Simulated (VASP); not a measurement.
# Ge: relaxation of cell and atoms with LDA

The system is Ge.

```xyz
1
Lattice="-1.6810 1.6810 1.6810 1.6810 -1.6810 1.6810 1.6810 1.6810 -1.6810" Properties=species:S:1:pos:R:3 pbc="T T T"
Ge    0.0000    0.0000    0.0000
```

| Property | Result |
| --- | --- |
| Program | VASP 6.6.1 |
| Task | relaxation of cell and atoms |
| Functional | LDA |
| Potentials or basis | VASP PAW LDA potentials, release 64 (Ge_d) |
| Cutoff | 500 eV |
| k mesh | 17 × 17 × 17 |
| Occupations | fermi-dirac, width 0.08 eV |
| Spin | no spin polarisation |
| Dipole correction | no |
| Further INCAR settings | ALGO = Normal; EDIFF = 1e-07; IBRION = 2; EDIFFG = -0.005; NSW = 60; ISIF = 3 |

- Relaxed volume: 17.82 Å³/atom
- Relaxed cell: a = 2.850 Å, b = 2.850 Å, c = 2.850 Å, α = 109.47°, β = 109.47°, γ = 109.47°
- Space group after relaxing (to 0.05 Å): Im-3m (No. 229)
- Energy gained by relaxing: 17.6 meV/atom
- Ionic steps: 14
- Pressure after relaxing: 0.0 GPa
- Band gap on the k mesh: zero (band 7 reaches 16.74 eV, above the bottom of band 8 at 3.95 eV)

Step by step:
```csv
step,energy change (eV),largest force (eV/Å),pressure (GPa),volume (Å³)
1,0.0000,0.0000,-4.59,19.00
2,-0.0165,0.0000,1.27,17.54
3,-0.0176,0.0000,0.05,17.82
4,-0.0176,0.0000,-0.12,17.84
5,-0.0176,0.0000,-0.12,17.84
6,-0.0176,0.0000,-0.11,17.84
7,-0.0176,0.0000,-0.09,17.84
8,-0.0176,0.0000,-0.09,17.84
9,-0.0176,0.0000,-0.09,17.84
10,-0.0176,0.0000,-0.09,17.84
11,-0.0176,0.0000,-0.10,17.84
12,-0.0176,0.0000,-0.09,17.84
13,-0.0176,0.0000,-0.05,17.83
14,-0.0176,0.0000,-0.02,17.82
```

Final structure:
```yaml
crystal:
  lattice:
    - [-1.64555, 1.64555, 1.64555]
    - [1.64555, -1.64555, 1.64555]
    - [1.64555, 1.64555, -1.64555]
  atoms:
    - { symbol: Ge, position: [0.00000, 0.00000, 0.00000] }
```

Levels at points of the mesh, in eV from the Fermi level:
```
           k point  band 5  band 6  band 7  band 8  band 9  band 10
(0.00, 0.00, 0.00)  -24.76  -13.65    9.61    9.61    9.61    15.45
```

Run time: 84 s on 1 thread of Intel(R) Xeon(R) Platinum 8488C (Sapphire Rapids) (shared host), peak memory 0.16 GiB.
